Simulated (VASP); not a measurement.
# AgI (zincblende type) (F-43m) in VASP: further runs, part 2 of 2

VASP 6.6.1.

## Step 3: Single point, PBEsol (volume scaled by 0.7)

The input, INCAR:

```
SYSTEM = AgI
  PREC = Accurate
  ENCUT = 500
  EDIFF = 1E-6
  ISMEAR = -1
  SIGMA = 0.05
  LREAL = .FALSE.
  LASPH = .TRUE.
  NELM = 120
  ALGO = Normal
  ISIF = 2
  LWAVE = .FALSE.
  LCHARG = .FALSE.
  GGA = PS
  NBANDS = 16
  GGA_COMPAT = .FALSE.
```

The input, KPOINTS:

```
regular mesh
0
G
  12 12 12
  0 0 0
```

The input, POSCAR:

```
AgI
1.0
    0.0000000000      2.8644633053      2.8644633053
    2.8644633053      0.0000000000      2.8644633053
    2.8644633053      2.8644633053      0.0000000000
Ag I
1 1
Direct
    0.0000000000      0.0000000000      0.0000000000
    0.2500000000      0.2500000000      0.2500000000
```

Potentials or basis: VASP PAW PBE potentials, release 64 (Ag, I).

The run is started by

```bash
$ cat potpaw_PBE.64/Ag/POTCAR potpaw_PBE.64/I/POTCAR > POTCAR
$ mpirun -np 1 vasp_std > vasp.out
```

OUTCAR:

```text
SYSTEM = AgI
   PREC = Accurate
   ENCUT = 500
   EDIFF = 1E-6
   ISMEAR = -1
   LREAL = .FALSE.
   LASPH = .TRUE.
   NELM = 120
   ISIF = 2
   GGA = PS

 ion  position               nearest neighbor table
   1  0.000  0.000  0.000-   2 2.48   2 2.48   2 2.48   2 2.48
   2  0.250  0.250  0.250-   1 2.48   1 2.48   1 2.48   1 2.48

  LATTYP: Found a face centered cubic cell.
 ALAT       =     5.7289266106

  Lattice vectors:

 A1 = (   0.0000000000,   2.8644633053,   2.8644633053)
 A2 = (   2.8644633053,   0.0000000000,   2.8644633053)
 A3 = (   2.8644633053,   2.8644633053,   0.0000000000)

Analysis of symmetry for initial positions (statically):
=====================================================================
 Subroutine PRICEL returns:
 Original cell was already a primitive cell.

 Routine SETGRP: Setting up the symmetry group for a
 face centered cubic supercell.

 Subroutine GETGRP returns: Found 24 space group operations
 (whereof 24 operations were pure point group operations)
 out of a pool of 48 trial point group operations.

The static configuration has the point symmetry T_d .
[... 158 lines left out ...]

  energy without entropy =       -4.09661093  energy(sigma->0) =       -4.09661094

 E-fermi :   8.9072     XC(G=0): -10.4874

 val. band max:        8.2486367267   @ k =   0.0000   0.0000   0.0000
 cond. band min:       9.4818721114   @ k =   0.0000   0.0000   0.0000
 fundamental gap:      1.2332353848
 Fermi energy:         8.9071583106

 k-point     1 :       0.0000    0.0000    0.0000
  band No.  band energies     occupation
      1      -7.3965      2.00000
      2       1.0113      2.00000
      3       1.0113      2.00000
      4       1.0113      2.00000
      5       2.7825      2.00000
      6       2.7825      2.00000
[... 433 lines left out ...]
      3       1.3285      2.00000
      4       1.3998      2.00000
      5       2.7837      2.00000
      6       2.8002      2.00000
[... 8 lines left out ...]
     15      18.5390      0.00000
     16      19.1142      0.00000

 [... further k-points ...]

------------------------ aborting loop because EDIFF is reached ----------------------------------------

  FORCE on cell =-STRESS in cart. coord.  units (eV):
  Direction    XX          YY          ZZ          XY          YZ          ZX
  --------------------------------------------------------------------------------------
  -------------------------------------------------------------------------------------
  Total        9.2256730      9.2256730      9.2256730      0.0000000      0.0000000      0.0000000
  in kB      314.4480144    314.4480144    314.4480144      0.0000000      0.0000000      0.0000000
  external PRESSURE =     314.4480144 kB  Pullay stress =       0.0000000 kB

 VOLUME and BASIS-vectors are now :
 -----------------------------------------------------------------------------
  energy-cutoff  :      500.00
  volume of cell :       47.01
      direct lattice vectors                 reciprocal lattice vectors
     0.000000000  2.864463305  2.864463305    -0.174552768  0.174552768  0.174552768
     2.864463305  0.000000000  2.864463305     0.174552768 -0.174552768  0.174552768
     2.864463305  2.864463305  0.000000000     0.174552768  0.174552768 -0.174552768

 POSITION                                       TOTAL-FORCE (eV/Angst)
 -----------------------------------------------------------------------------------
      0.00000      0.00000      0.00000         0.000000     -0.000000      0.000000
      1.43223      1.43223      1.43223        -0.000000      0.000000     -0.000000
 -----------------------------------------------------------------------------------
    total drift:                                0.000000      0.000000      0.000000

  FREE ENERGIE OF THE ION-ELECTRON SYSTEM (eV)
  ---------------------------------------------------
  free  energy   TOTEN  =        -4.0966109483 eV

  energy  without entropy=       -4.0966109319  energy(sigma->0) =       -4.09661094
```

Wall time 23 s (1 thread of Intel Xeon 6975P-C (Granite Rapids), shared host); peak memory 0.2 GiB.

Results:

```
Free energy            : -4.0966 eV
Pressure               : 31.4 GPa
Band gap on the k mesh : 1.23 eV, direct
```

Caveat: the PAW data sets were made with another functional, which shifts forces and pressure a little; spin-orbit coupling is left out, which moves the levels of the heavy elements. A k mesh can miss the band edges.

## Step 4: Single point, PBEsol (volume scaled by 0.7)

The input, INCAR:

```
PREC = Accurate
ENCUT = 500
EDIFF = 1E-6
ISMEAR = -1
SIGMA = 0.05
LREAL = F
LASPH = T
NELM = 120
ALGO = Normal
ISIF = 2
LWAVE = F
LCHARG = F
GGA = PS
NBANDS = 16
GGA_COMPAT = F
```

The input, KPOINTS:

```
Automatic mesh
0
Gamma
  12 12 12
```

POSCAR is that of step 3.

Potentials or basis: VASP PAW PBE potentials, release 64 (Ag, I).

The run is started by

```bash
$ cat potpaw_PBE.64/Ag/POTCAR potpaw_PBE.64/I/POTCAR > POTCAR
$ mpirun -np 1 vasp_std > vasp.out
```

OUTCAR:

```text
PREC = Accurate
   ENCUT = 500
   EDIFF = 1E-6
   ISMEAR = -1
   LREAL = F
   LASPH = T
   NELM = 120
   ISIF = 2
   GGA = PS

 ion  position               nearest neighbor table
   1  0.000  0.000  0.000-   2 2.48   2 2.48   2 2.48   2 2.48
   2  0.250  0.250  0.250-   1 2.48   1 2.48   1 2.48   1 2.48

  LATTYP: Found a face centered cubic cell.
 ALAT       =     5.7289266106

  Lattice vectors:

[... 639 lines left out ...]
     16      19.1142      0.00000

 [... further k-points ...]

------------------------ aborting loop because EDIFF is reached ----------------------------------------

  FORCE on cell =-STRESS in cart. coord.  units (eV):
  Direction    XX          YY          ZZ          XY          YZ          ZX
  --------------------------------------------------------------------------------------
  -------------------------------------------------------------------------------------
  Total        9.2256730      9.2256730      9.2256730      0.0000000      0.0000000      0.0000000
  in kB      314.4480144    314.4480144    314.4480144      0.0000000      0.0000000      0.0000000
  external PRESSURE =     314.4480144 kB  Pullay stress =       0.0000000 kB

 VOLUME and BASIS-vectors are now :
 -----------------------------------------------------------------------------
  energy-cutoff  :      500.00
  volume of cell :       47.01
      direct lattice vectors                 reciprocal lattice vectors
     0.000000000  2.864463305  2.864463305    -0.174552768  0.174552768  0.174552768
     2.864463305  0.000000000  2.864463305     0.174552768 -0.174552768  0.174552768
     2.864463305  2.864463305  0.000000000     0.174552768  0.174552768 -0.174552768

 POSITION                                       TOTAL-FORCE (eV/Angst)
 -----------------------------------------------------------------------------------
      0.00000      0.00000      0.00000         0.000000     -0.000000      0.000000
      1.43223      1.43223      1.43223        -0.000000      0.000000     -0.000000
 -----------------------------------------------------------------------------------
    total drift:                                0.000000      0.000000      0.000000

  FREE ENERGIE OF THE ION-ELECTRON SYSTEM (eV)
  ---------------------------------------------------
  free  energy   TOTEN  =        -4.0966109483 eV

  energy  without entropy=       -4.0966109319  energy(sigma->0) =       -4.09661094
```

OSZICAR:

```text
N       E                     dE             d eps       ncg     rms          rms(c)
DAV:   1     0.938819824545E+02    0.93882E+02   -0.81050E+03  2368   0.967E+02
DAV:   2    -0.159524463605E+01   -0.95477E+02   -0.90297E+02  2856   0.211E+02
DAV:   3    -0.437037039250E+01   -0.27751E+01   -0.27703E+01  2920   0.372E+01
DAV:   4    -0.440596576999E+01   -0.35595E-01   -0.35594E-01  3328   0.410E+00
DAV:   5    -0.440637717573E+01   -0.41141E-03   -0.41141E-03  3048   0.331E-01    0.131E+01
DAV:   6    -0.412242520205E+01    0.28395E+00   -0.77574E-01  2488   0.127E+01    0.917E+00
DAV:   7    -0.410191510723E+01    0.20510E-01   -0.88496E-02  2584   0.201E+00    0.350E+00
DAV:   8    -0.409668830071E+01    0.52268E-02   -0.21565E-03  3064   0.299E-01    0.356E-01
DAV:   9    -0.409659159524E+01    0.96705E-04   -0.29790E-04  2776   0.192E-01    0.110E-01
DAV:  10    -0.409660748554E+01   -0.15890E-04   -0.41755E-05  3032   0.566E-02    0.189E-02
DAV:  11    -0.409661189270E+01   -0.44072E-05   -0.76608E-06  2840   0.193E-02    0.223E-02
DAV:  12    -0.409661094835E+01    0.94435E-06   -0.14986E-06  2120   0.936E-03
   1 F= -.40966109E+01 E0= -.40966109E+01  d E =-.164467E-07
```

stdout:

```text
POSCAR found type information on POSCAR AgI
 POSCAR found :  2 types and       2 ions
 scaLAPACK will be used
 -----------------------------------------------------------------------------
|                                                                             |
|                                                                             |
|     You enforced a specific xc type in the INCAR file but a different       |
|     I HOPE YOU KNOW WHAT YOU ARE DOING!                                     |
|                                                                             |
 -----------------------------------------------------------------------------

 LDA part: xc-table for (Slater+PW92), standard interpolation
 POSCAR, INCAR and KPOINTS ok, starting setup
 FFT: planning ... GRIDC
 FFT: planning ... GRID_SOFT
 FFT: planning ... GRID
 WAVECAR not read
 entering main loop
```

Run time: 24 s. Hardware: 1 thread of Intel Xeon 6975P-C (Granite Rapids), shared host; peak memory 0.2 GiB.

Results:

```
Free energy            : -4.0966 eV
Pressure               : 31.4 GPa
Band gap on the k mesh : 1.23 eV, direct
```

Caveat: the PAW data sets were made with another functional, which shifts forces and pressure a little; spin-orbit coupling is left out, which moves the levels of the heavy elements.

## Step 5: Single point, PBEsol (volume scaled by 0.8)

INCAR: that of step 4 with these lines changed.

```diff
@@ -11,4 +11,6 @@
 LWAVE = F
-LCHARG = F
+LCHARG = T
 GGA = PS
+LELF = T
+LVHAR = T
 NBANDS = 16
```

KPOINTS is that of step 4.

The input, POSCAR:

```
AgI
1.0
    0.0000000000      2.9948419798      2.9948419798
    2.9948419798      0.0000000000      2.9948419798
    2.9948419798      2.9948419798      0.0000000000
Ag I
1 1
Direct
    0.0000000000      0.0000000000      0.0000000000
    0.2500000000      0.2500000000      0.2500000000
```

Potentials or basis: VASP PAW PBE potentials, release 64 (Ag, I).

The run is started by

```bash
$ cat potpaw_PBE.64/Ag/POTCAR potpaw_PBE.64/I/POTCAR > POTCAR
$ mpirun -np 1 vasp_std > vasp.out
```

OUTCAR:

```text
PREC = Accurate
   ENCUT = 500
   EDIFF = 1E-6
   ISMEAR = -1
   LREAL = F
   LASPH = T
   NELM = 120
   ISIF = 2
   GGA = PS

 ion  position               nearest neighbor table
   1  0.000  0.000  0.000-   2 2.59   2 2.59   2 2.59   2 2.59
   2  0.250  0.250  0.250-   1 2.59   1 2.59   1 2.59   1 2.59

  LATTYP: Found a face centered cubic cell.
 ALAT       =     5.9896839596

  Lattice vectors:

 A1 = (   0.0000000000,   2.9948419798,   2.9948419798)
 A2 = (   2.9948419798,   0.0000000000,   2.9948419798)
 A3 = (   2.9948419798,   2.9948419798,   0.0000000000)

Analysis of symmetry for initial positions (statically):
=====================================================================
 Subroutine PRICEL returns:
 Original cell was already a primitive cell.

 Routine SETGRP: Setting up the symmetry group for a
 face centered cubic supercell.

 Subroutine GETGRP returns: Found 24 space group operations
 (whereof 24 operations were pure point group operations)
 out of a pool of 48 trial point group operations.

The static configuration has the point symmetry T_d .
[... 157 lines left out ...]

  energy without entropy =       -5.00208535  energy(sigma->0) =       -5.00208536

 E-fermi :   6.7860     XC(G=0):  -9.8111

 val. band max:        6.1293919898   @ k =   0.0000   0.0000   0.0000
 cond. band min:       7.3434087461   @ k =   0.0000   0.0000   0.0000
 fundamental gap:      1.2140167563
 Fermi energy:         6.7860441128

 k-point     1 :       0.0000    0.0000    0.0000
  band No.  band energies     occupation
      1      -8.3472      2.00000
      2       0.1307      2.00000
      3       0.1307      2.00000
      4       0.1307      2.00000
      5       1.6831      2.00000
      6       1.6831      2.00000
[... 433 lines left out ...]
      3       0.3838      2.00000
      4       0.4542      2.00000
      5       1.6775      2.00000
      6       1.7002      2.00000
[... 8 lines left out ...]
     15      16.3667      0.00000
     16      16.9195      0.00000

 [... further k-points ...]

------------------------ aborting loop because EDIFF is reached ----------------------------------------

  FORCE on cell =-STRESS in cart. coord.  units (eV):
  Direction    XX          YY          ZZ          XY          YZ          ZX
  --------------------------------------------------------------------------------------
  -------------------------------------------------------------------------------------
  Total        4.6076817      4.6076817      4.6076817     -0.0000000     -0.0000000     -0.0000000
  in kB      137.4172722    137.4172722    137.4172722     -0.0000000     -0.0000000     -0.0000000
  external PRESSURE =     137.4172722 kB  Pullay stress =       0.0000000 kB

 VOLUME and BASIS-vectors are now :
 -----------------------------------------------------------------------------
  energy-cutoff  :      500.00
  volume of cell :       53.72
      direct lattice vectors                 reciprocal lattice vectors
     0.000000000  2.994841980  2.994841980    -0.166953717  0.166953717  0.166953717
     2.994841980  0.000000000  2.994841980     0.166953717 -0.166953717  0.166953717
     2.994841980  2.994841980  0.000000000     0.166953717  0.166953717 -0.166953717

 POSITION                                       TOTAL-FORCE (eV/Angst)
 -----------------------------------------------------------------------------------
      0.00000      0.00000      0.00000        -0.000000     -0.000000     -0.000000
      1.49742      1.49742      1.49742         0.000000      0.000000      0.000000
 -----------------------------------------------------------------------------------
    total drift:                                0.000000      0.000000      0.000000

  FREE ENERGIE OF THE ION-ELECTRON SYSTEM (eV)
  ---------------------------------------------------
  free  energy   TOTEN  =        -5.0020853747 eV

  energy  without entropy=       -5.0020853517  energy(sigma->0) =       -5.00208536
```

OSZICAR:

```text
N       E                     dE             d eps       ncg     rms          rms(c)
DAV:   1     0.908441458486E+02    0.90844E+02   -0.79007E+03  2360   0.946E+02
DAV:   2    -0.226973613209E+01   -0.93114E+02   -0.87217E+02  2832   0.202E+02
DAV:   3    -0.518057041657E+01   -0.29108E+01   -0.29057E+01  2872   0.371E+01
DAV:   4    -0.522054214588E+01   -0.39972E-01   -0.39970E-01  3416   0.417E+00
DAV:   5    -0.522087374842E+01   -0.33160E-03   -0.33160E-03  2992   0.278E-01    0.956E+00
DAV:   6    -0.501506590669E+01    0.20581E+00   -0.61084E-01  2464   0.109E+01    0.684E+00
DAV:   7    -0.500540409990E+01    0.96618E-02   -0.61733E-02  2552   0.165E+00    0.285E+00
DAV:   8    -0.500205965976E+01    0.33444E-02   -0.19969E-03  2984   0.294E-01    0.290E-01
DAV:   9    -0.500205120863E+01    0.84511E-05   -0.27600E-04  2776   0.201E-01    0.654E-02
DAV:  10    -0.500207455881E+01   -0.23350E-04   -0.19135E-05  2960   0.403E-02    0.224E-02
DAV:  11    -0.500208576187E+01   -0.11203E-04   -0.12268E-05  2616   0.241E-02    0.143E-02
DAV:  12    -0.500208537471E+01    0.38716E-06   -0.12812E-06  2216   0.113E-02
   1 F= -.50020854E+01 E0= -.50020854E+01  d E =-.230070E-07
```

Run time: 21 s. Hardware: 1 thread of Intel Xeon 6975P-C (Granite Rapids), shared host; peak memory 0.21 GiB.

Results:

- Free energy: -5.0021 eV
- Pressure: 13.7 GPa
- Band gap on the k mesh: 1.21 eV, direct

Caveat: the PAW data sets were made with another functional, which shifts forces and pressure a little; spin-orbit coupling is left out, which moves the levels of the heavy elements. A k mesh can miss the band edges.

## Step 6: Summary

| cell | gap on the mesh (eV) | pressure (GPa) |
| --- | --- | --- |
| a = 3.848 Å, angles 60.0°, 2 atoms | 1.21 | 67.6 |
| a = 4.051 Å, angles 60.0°, 2 atoms | 1.23 | 31.4 |
| a = 4.235 Å, angles 60.0°, 2 atoms | 1.21 | 13.7 |

Alike in all rows: task single point; level PBEsol; potentials or basis VASP PAW PBE potentials, release 64 (Ag, I); no spin polarisation; k mesh 12 × 12 × 12; cutoff (eV) 500; smearing fermi-dirac 0.05 eV.

Caveats: the PAW data sets were made with another functional, which shifts forces and pressure a little; spin-orbit coupling is left out, which moves the levels of the heavy elements.

Absolute energies hang on the potentials; compare differences alone.
